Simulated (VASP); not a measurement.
# Ge6Mo2W (Fmmm) in VASP: further runs

The runs below take Ge6Mo2W through single point, with PBE.

Program: VASP 6.6.1. These are calculated values, not measurements. Logs are shortened: lines on timing, memory, paths and dates and some standing lists are left out, and cuts for length are marked.

### 1 The cell of the first run

Symmetry: Fmmm, No. 69, orthorhombic system. The conventional cell has a = 4.718 Å, b = 8.289 Å, c = 14.182 Å, α = 90.00°, β = 90.00°, γ = 90.00°. Ge (site symmetry m) has 9 Ge at 2.69 to 3.34 Å and 4 Mo at 2.71 to 2.80 Å and 1 W at 2.72 Å within 3.5 Å. Within 3.5 Å of Ge (site symmetry m2m) lie 9 Ge at 2.68 to 3.34 Å and 3 W at 2.71 to 2.80 Å and 2 Mo at 2.72 Å. Mo (site symmetry mm2) has 10 Ge at 2.71 to 2.80 Å and 2 Mo at 3.33 Å and 2 W at 3.34 Å within 3.6 Å. W (site symmetry mmm) has 10 Ge at 2.71 to 2.80 Å and 4 Mo at 3.34 Å within 3.6 Å.

### 2 Single point, PBE

The input, INCAR:

```
SYSTEM = Ge6Mo2W
  ALGO = Normal
  EDIFF = 1E-6
  ENCUT = 520
  GGA = PE
  ISIF = 2
  ISMEAR = 0
  LASPH = .True.
  LCHARG = .False.
  LREAL = .False.
  LWAVE = .False.
  NBANDS = 73
  NELM = 100
  PREC = Accurate
  SIGMA = 0.1
```

The input, KPOINTS:

```
k-points
0
Gamma
  4 4 4
  0 0 0
```

The input, POSCAR:

```
Ge6Mo2W
1.0
    0.0000000000      4.1445063030      7.0909396335
    2.3590985282      0.0000000000      7.0909396335
    2.3590985282      4.1445063030      0.0000000000
Ge Mo W
6 2 1
Direct
    0.4952785478      0.1711748829      0.8288251171
    0.8288251171      0.5047214522      0.4952785478
    0.1619574345      0.8380425655      0.1619574345
    0.1711748829      0.4952785478      0.5047214522
    0.5047214522      0.8288251171      0.1711748829
    0.8380425655      0.1619574345      0.8380425655
    0.8329620935      0.8329620935      0.1670379065
    0.1670379065      0.1670379065      0.8329620935
    0.5000000000      0.5000000000      0.5000000000
```

Potentials or basis: VASP PAW PBE potentials, release 64 (Ge_d, Mo_sv, W_sv).

The run is started by

```sh
> cat potpaw_PBE.64/Ge_d/POTCAR potpaw_PBE.64/Mo_sv/POTCAR potpaw_PBE.64/W_sv/POTCAR > POTCAR
> mpirun -np 1 vasp_std > vasp.out
```

OUTCAR:

```text
SYSTEM = Ge6Mo2W
   EDIFF = 1E-6
   ENCUT = 520
   GGA = PE
   ISIF = 2
   ISMEAR = 0
   LASPH = .True.
   LREAL = .False.
   NELM = 100
   PREC = Accurate

 ion  position               nearest neighbor table
   1  0.495  0.171  0.829-   4 2.69   8 2.71   7 2.71   7 2.71   9 2.72   4 2.77   4 2.77   5 2.77
                             6 2.78   7 2.80
   2  0.829  0.505  0.495-   5 2.69   7 2.71   8 2.71   8 2.71   9 2.72   5 2.77   5 2.77   4 2.77
                             6 2.78   8 2.80
   3  0.162  0.838  0.162-   6 2.68   9 2.71   9 2.71   7 2.72   8 2.72   6 2.77   6 2.77   5 2.78
                             4 2.78   9 2.80
   4  0.171  0.495  0.505-   1 2.69   8 2.71   7 2.71   7 2.71   9 2.72   1 2.77   1 2.77   2 2.77
                             3 2.78   7 2.80
   5  0.505  0.829  0.171-   2 2.69   7 2.71   8 2.71   8 2.71   9 2.72   2 2.77   2 2.77   1 2.77
                             3 2.78   8 2.80
   6  0.838  0.162  0.838-   3 2.68   9 2.71   9 2.71   7 2.72   8 2.72   3 2.77   3 2.77   2 2.78
                             1 2.78   9 2.80
   7  0.833  0.833  0.167-   2 2.71   5 2.71   1 2.71   1 2.71   4 2.71   4 2.71   3 2.72   6 2.72
                             1 2.80   4 2.80   8 3.33   8 3.33   9 3.34   9 3.34
   8  0.167  0.167  0.833-   1 2.71   4 2.71   2 2.71   2 2.71   5 2.71   5 2.71   3 2.72   6 2.72
                             5 2.80   2 2.80   7 3.33   7 3.33   9 3.34   9 3.34
   9  0.500  0.500  0.500-   3 2.71   3 2.71   6 2.71   6 2.71   4 2.72   5 2.72   1 2.72   2 2.72
                             3 2.80   6 2.80   8 3.34   7 3.34   8 3.34   7 3.34

  LATTYP: Found a face centered orthorhombic cell.
 ALAT       =     4.7181970564
 B/A-ratio  =     1.7568178071
 C/A-ratio  =     3.0057835859

  Lattice vectors:

 A1 = (   0.0000000000,   4.1445063030,   7.0909396335)
 A2 = (   2.3590985282,   0.0000000000,   7.0909396335)
 A3 = (   2.3590985282,   4.1445063030,   0.0000000000)

Analysis of symmetry for initial positions (statically):
=====================================================================
 Subroutine PRICEL returns:
 Original cell was already a primitive cell.

 Routine SETGRP: Setting up the symmetry group for a
 face centered orthorhombic supercell.

 Subroutine GETGRP returns: Found  8 space group operations
 (whereof  8 operations were pure point group operations)
 out of a pool of  8 trial point group operations.

The static configuration has the point symmetry D_2h.

Analysis of symmetry for dynamics (positions and initial velocities):
=====================================================================
 Subroutine PRICEL returns:
 Original cell was already a primitive cell.

 Routine SETGRP: Setting up the symmetry group for a
 face centered orthorhombic supercell.

 Subroutine GETGRP returns: Found  8 space group operations
 (whereof  8 operations were pure point group operations)
[... 124 lines left out ...]
   ISMEAR =     0;   SIGMA  =   0.10  broadening in eV -4-tet -1-fermi 0-gaus
   EFERMI_NEDOS =   21; number of points for ismear=-14 and -15
   IALGO  =     38    algorithm
   IMIX   =      4    mixing-type and parameters
     AMIX     =   0.40;   BMIX     =  1.00
     AMIX_MAG =   1.60;   BMIX_MAG =  1.00
  volume/ion in A,a.u.               =      15.41       103.97
  Fermi-wavevector in a.u.,A,eV,Ry     =   1.585675  2.996491 34.210007  2.514365
  Thomas-Fermi vector in A             =   2.685103
   LORBIT       =      0    0 simple, 1 ext, 2 COOP (PROOUT), +10 PAW based schemes
   GGA     = PE    functional components
   LHFCALC =     F    Hartree Fock is set to
   AEXX    =    0.0000 exact exchange contribution
   IVDW    =     0    specifies the selected vdW correction
   LEPSILON=     F    determine dielectric tensor
   LRPA    =     F    only Hartree local field effects (RPA)
 non-spin polarized calculation
 Gauss-broadening in eV      SIGMA  =   0.10
  energy-cutoff  :      520.00
  volume of cell :      138.66
 maximum number of plane-waves:      3758
 NGX is ok and might be reduce to    64
   NGX = 31   NGY = 27   NGZ = 17

 number of electron     125.9999973 magnetization

 Free energy of the ion-electron system (eV)
  ---------------------------------------------------
  ext. energy  EPLUGINS =         0.00000000
  ---------------------------------------------------
  free energy    TOTEN  =       -62.56053761 eV

  energy without entropy =      -62.54949050  energy(sigma->0) =      -62.55501405

 E-fermi :  10.0035     XC(G=0): -12.7695

 val. band max:        9.9285693102   @ k =   0.0000   0.2500   0.2500
 cond. band min:      10.0092361420   @ k =   0.5000   0.0000   0.0000
 fundamental gap:      0.0806668318
 Fermi energy:        10.0035199126

 k-point     1 :       0.0000    0.0000    0.0000
  band No.  band energies     occupation
      1     -63.9324      2.00000
      2     -50.8029      2.00000
      3     -50.7926      2.00000
      4     -28.1903      2.00000
      5     -28.1885      2.00000
      6     -28.1384      2.00000
[... 1357 lines left out ...]
     72      14.3598      0.00000
     73      14.4680      0.00000

------------------------ aborting loop because EDIFF is reached ----------------------------------------

  FORCE on cell =-STRESS in cart. coord.  units (eV):
  Direction    XX          YY          ZZ          XY          YZ          ZX
  --------------------------------------------------------------------------------------
  -------------------------------------------------------------------------------------
  Total        0.1779448     -0.0121200      0.1863807      0.0000000      0.0000000      0.0000000
  in kB        2.0560951     -0.1400424      2.1535694      0.0000000      0.0000000      0.0000000
  external PRESSURE =       1.3565407 kB  Pullay stress =       0.0000000 kB

 VOLUME and BASIS-vectors are now :
 -----------------------------------------------------------------------------
  energy-cutoff  :      520.00
  volume of cell :      138.66
      direct lattice vectors                 reciprocal lattice vectors
     0.000000000  4.144506303  7.090939633    -0.211945366  0.120641631  0.070512517
     2.359098528  0.000000000  7.090939633     0.211945366 -0.120641631  0.070512517
     2.359098528  4.144506303  0.000000000     0.211945366  0.120641631 -0.070512517

 POSITION                                       TOTAL-FORCE (eV/Angst)
 -----------------------------------------------------------------------------------
      2.35910      5.48776      4.72578         0.000000     -0.011920     -0.010814
      2.35910      5.48776      9.45610         0.000000     -0.011920      0.010814
      2.35910      1.34247      7.09094         0.000000     -0.003668      0.000000
      2.35910      2.80126      4.72578         0.000000      0.011920     -0.010814
      2.35910      2.80126      9.45610         0.000000      0.011920      0.010814
      2.35910      6.94655      7.09094         0.000000      0.003668      0.000000
      2.35910      4.14451     11.81297         0.000000      0.000000      0.012920
      2.35910      4.14451      2.36891         0.000000      0.000000     -0.012920
      2.35910      4.14451      7.09094         0.000000      0.000000      0.000000
 -----------------------------------------------------------------------------------
    total drift:                                0.000000      0.000000      0.000000

  FREE ENERGIE OF THE ION-ELECTRON SYSTEM (eV)
  ---------------------------------------------------
  free  energy   TOTEN  =       -62.5605376123 eV

  energy  without entropy=      -62.5494904957  energy(sigma->0) =      -62.55501405
```

OSZICAR:

```text
N       E                     dE             d eps       ncg     rms          rms(c)
DAV:   1     0.214223534339E+04    0.21422E+04   -0.54915E+04  3476   0.479E+03
DAV:   2     0.377083101293E+03   -0.17652E+04   -0.17080E+04  2628   0.131E+03
DAV:   3    -0.185964939059E+02   -0.39568E+03   -0.38132E+03  2686   0.347E+02
DAV:   4    -0.632189592339E+02   -0.44622E+02   -0.42654E+02  3129   0.110E+02
DAV:   5    -0.650102358585E+02   -0.17913E+01   -0.17654E+01  3192   0.240E+01    0.283E+01
DAV:   6    -0.630342717205E+02    0.19760E+01   -0.14727E+01  3511   0.138E+01    0.721E+00
DAV:   7    -0.627615955234E+02    0.27268E+00   -0.32962E+00  3271   0.922E+00    0.604E+00
DAV:   8    -0.626281713073E+02    0.13342E+00   -0.99243E-01  3944   0.638E+00    0.238E+00
DAV:   9    -0.625613407525E+02    0.66831E-01   -0.20822E-01  4119   0.322E+00    0.534E-01
DAV:  10    -0.625606663693E+02    0.67438E-03   -0.22875E-02  3792   0.110E+00    0.456E-01
DAV:  11    -0.625604783546E+02    0.18801E-03   -0.27921E-03  3103   0.567E-01    0.201E-01
DAV:  12    -0.625605406862E+02   -0.62332E-04   -0.62556E-04  3392   0.581E-01    0.516E-02
DAV:  13    -0.625605336745E+02    0.70117E-05   -0.75755E-05  3896   0.394E-01    0.151E-02
DAV:  14    -0.625605356996E+02   -0.20251E-05   -0.32144E-05  4022   0.896E-02    0.559E-03
DAV:  15    -0.625605371234E+02   -0.14238E-05   -0.11756E-05  2710   0.363E-02    0.321E-03
DAV:  16    -0.625605376123E+02   -0.48894E-06   -0.11902E-06  1637   0.299E-02
   1 F= -.62560538E+02 E0= -.62555014E+02  d E =-.110471E-01
```

stdout:

```text
POSCAR found type information on POSCAR GeMoW
 POSCAR found :  3 types and       9 ions
 scaLAPACK will be used
 LDA part: xc-table for (Slater+PW92), standard interpolation
 POSCAR, INCAR and KPOINTS ok, starting setup
 FFT: planning ... GRIDC
 FFT: planning ... GRID_SOFT
 FFT: planning ... GRID
 WAVECAR not read
 entering main loop
```

Wall time 7 min (1 thread of AMD EPYC 7R43 (Zen 3), shared host); peak memory 0.38 GiB.

What came out:

```
Free energy            : -62.5605 eV
Pressure               : 0.1 GPa
Largest force          : 0.016 eV/Å
Band gap on the k mesh : zero (band 63 reaches 10.57 eV, above the bottom of band 64 at 9.68 eV)
```

Forces in eV/Å, atoms in the order of the input:
```
Ge   0.000 -0.012 -0.011
Ge   0.000 -0.012  0.011
Ge   0.000 -0.004  0.000
Ge   0.000  0.012 -0.011
Ge   0.000  0.012  0.011
Ge   0.000  0.004  0.000
Mo   0.000  0.000  0.013
Mo   0.000  0.000 -0.013
W    0.000  0.000  0.000
```

Stress tensor (GPa, compression positive):
```
 0.21  0.00  0.00
 0.00 -0.01  0.00
 0.00  0.00  0.22
```

Caveat: the k points lie up to 0.40 Å⁻¹ apart; spin-orbit coupling is left out, which moves the levels of the heavy elements.

### 3 Single point, PBE

This run uses another cell than the first one, of 18.78 Å³/atom, 1.219 times its volume.

The input, INCAR:

```
SYSTEM = Ge6Mo2W
ALGO = Normal
EDIFF = 1E-6
ENCUT = 520
GGA = PE
ISIF = 2
ISMEAR = 0
LASPH = .TRUE.
LCHARG = .FALSE.
LREAL = .FALSE.
LWAVE = .FALSE.
NBANDS = 73
NELM = 100
PREC = Accurate
SIGMA = 0.1
```

The input, KPOINTS:

```
k-points
0
G
  4 4 4
  0 0 0
```

The input, POSCAR:

```
Ge6Mo2W
1.0
    0.0000000000      4.4075804300      7.5841678100
    2.5280559400      0.0000000000      7.5841678100
    2.5280559400      4.4075804300      0.0000000000
Ge Mo W
6 2 1
Direct
    0.4950075900      0.1716590700      0.8283409300
    0.8283409300      0.5049924100      0.4950075900
    0.1616742600      0.8383257400      0.1616742600
    0.1716590700      0.4950075900      0.5049924100
    0.5049924100      0.8283409300      0.1716590700
    0.8383257400      0.1616742600      0.8383257400
    0.8333333300      0.8333333300      0.1666666700
    0.1666666700      0.1666666700      0.8333333300
    0.5000000000      0.5000000000      0.5000000000
```

Potentials or basis: VASP PAW PBE potentials, release 64 (Ge_d, Mo_sv, W_sv).

The run is started by

```sh
> cat potpaw_PBE.64/Ge_d/POTCAR potpaw_PBE.64/Mo_sv/POTCAR potpaw_PBE.64/W_sv/POTCAR > POTCAR
> mpirun -np 1 vasp_std > vasp.out
```

OUTCAR:

```text
SYSTEM = Ge6Mo2W
   EDIFF = 1E-6
   ENCUT = 520
   GGA = PE
   ISIF = 2
   ISMEAR = 0
   LASPH = .TRUE.
   LREAL = .FALSE.
   NELM = 100
   PREC = Accurate

 ion  position               nearest neighbor table
   1  0.495  0.172  0.828-   4 2.85   8 2.90   7 2.90   7 2.90   9 2.90   7 2.98
   2  0.828  0.505  0.495-   5 2.85   7 2.90   8 2.90   8 2.90   9 2.90   8 2.98
   3  0.162  0.838  0.162-   6 2.85   9 2.90   9 2.90   7 2.90   8 2.90   9 2.98
   4  0.172  0.495  0.505-   1 2.85   8 2.90   7 2.90   7 2.90   9 2.90   7 2.98
   5  0.505  0.828  0.172-   2 2.85   7 2.90   8 2.90   8 2.90   9 2.90   8 2.98
   6  0.838  0.162  0.838-   3 2.85   9 2.90   9 2.90   7 2.90   8 2.90   9 2.98
   7  0.833  0.833  0.167-   2 2.90   5 2.90   1 2.90   1 2.90   4 2.90   4 2.90   3 2.90   6 2.90
                             1 2.98   4 2.98
   8  0.167  0.167  0.833-   1 2.90   4 2.90   2 2.90   2 2.90   5 2.90   5 2.90   3 2.90   6 2.90
                             5 2.98   2 2.98
   9  0.500  0.500  0.500-   3 2.90   3 2.90   6 2.90   6 2.90   4 2.90   5 2.90   1 2.90   2 2.90
                             3 2.98   6 2.98

  LATTYP: Found a face centered orthorhombic cell.
 ALAT       =     5.0561118800
[... 202 lines left out ...]
      3     -53.4923      2.00000
      4     -30.9176      2.00000
      5     -30.8999      2.00000
      6     -30.8603      2.00000
[... 1357 lines left out ...]
     72      10.6136      0.00000
     73      10.8985      0.00000

------------------------ aborting loop because EDIFF is reached ----------------------------------------

  FORCE on cell =-STRESS in cart. coord.  units (eV):
  Direction    XX          YY          ZZ          XY          YZ          ZX
  --------------------------------------------------------------------------------------
  -------------------------------------------------------------------------------------
  Total      -22.0097226    -21.7400297    -21.3085690     -0.0000000      0.0000000      0.0000000
  in kB     -208.6413076   -206.0847519   -201.9947181     -0.0000000      0.0000000      0.0000000
  external PRESSURE =    -205.5735925 kB  Pullay stress =       0.0000000 kB

 VOLUME and BASIS-vectors are now :
 -----------------------------------------------------------------------------
  energy-cutoff  :      520.00
  volume of cell :      169.01
      direct lattice vectors                 reciprocal lattice vectors
     0.000000000  4.407580430  7.584167810    -0.197780434  0.113440925  0.065926811
     2.528055940  0.000000000  7.584167810     0.197780434 -0.113440925  0.065926811
     2.528055940  4.407580430  0.000000000     0.197780434  0.113440925 -0.065926811

 POSITION                                       TOTAL-FORCE (eV/Angst)
 -----------------------------------------------------------------------------------
      2.52806      5.83277      5.05611         0.000000     -0.419376      0.033007
      2.52806      5.83277     10.11222         0.000000     -0.419376     -0.033007
      2.52806      1.42518      7.58417         0.000000     -0.398935     -0.000000
      2.52806      2.98240      5.05611         0.000000      0.419376      0.033007
      2.52806      2.98240     10.11222         0.000000      0.419376     -0.033007
      2.52806      7.38998      7.58417         0.000000      0.398935     -0.000000
      2.52806      4.40758     12.64028         0.000000      0.000000     -0.039554
      2.52806      4.40758      2.52806         0.000000      0.000000      0.039554
      2.52806      4.40758      7.58417         0.000000      0.000000     -0.000000
 -----------------------------------------------------------------------------------
    total drift:                                0.000000      0.000000      0.000000

  FREE ENERGIE OF THE ION-ELECTRON SYSTEM (eV)
  ---------------------------------------------------
  free  energy   TOTEN  =       -60.2181006430 eV

  energy  without entropy=      -60.2008891932  energy(sigma->0) =      -60.20949492
```

stdout:

```text
POSCAR found type information on POSCAR GeMoW
 POSCAR found :  3 types and       9 ions
 scaLAPACK will be used
 LDA part: xc-table for (Slater+PW92), standard interpolation
 POSCAR, INCAR and KPOINTS ok, starting setup
 FFT: planning ... GRIDC
 FFT: planning ... GRID_SOFT
 FFT: planning ... GRID
 WAVECAR not read
 entering main loop
```

Wall time 7.6 min (1 thread of AMD EPYC 7R43 (Zen 3), shared host); peak memory 0.48 GiB.

What came out:

* Free energy: -60.2181 eV
* Pressure: -20.6 GPa
* Largest force: 0.421 eV/Å
* Band gap on the k mesh: zero (band 63 reaches 7.91 eV, above the bottom of band 64 at 7.14 eV)

Forces in eV/Å, atoms in the order of the input:
```
Ge   0.000 -0.419  0.033
Ge   0.000 -0.419 -0.033
Ge   0.000 -0.399  0.000
Ge   0.000  0.419  0.033
Ge   0.000  0.419 -0.033
Ge   0.000  0.399  0.000
Mo   0.000  0.000 -0.040
Mo   0.000  0.000  0.040
W    0.000  0.000  0.000
```

Stress tensor (GPa, compression positive):
```
-20.86   0.00   0.00
  0.00 -20.61   0.00
  0.00   0.00 -20.20
```

Levels at points of the mesh, in eV from the Fermi level:
| k point | band 61 | band 62 | band 63 | band 64 | band 65 | band 66 |
| --- | --- | --- | --- | --- | --- | --- |
| (0.00, 0.00, 0.00) | -1.39 | -1.26 | 0.41 | 1.90 | 2.06 | 2.07 |
| (0.50, 0.00, 0.00) | -1.09 | -1.06 | 0.04 | 0.86 | 1.02 | 1.17 |
| (0.50, 0.50, 0.00) | -0.90 | -0.88 | -0.76 | 0.65 | 0.85 | 1.47 |
| (0.50, 0.00, 0.50) | -0.27 | -0.27 | -0.20 | -0.20 | 0.44 | 0.77 |
| (0.00, 0.50, 0.50) | -0.71 | -0.35 | -0.26 | 0.16 | 0.27 | 0.67 |

Caveat: the k points lie up to 0.37 Å⁻¹ apart; spin-orbit coupling is left out, which moves the levels of the heavy elements.
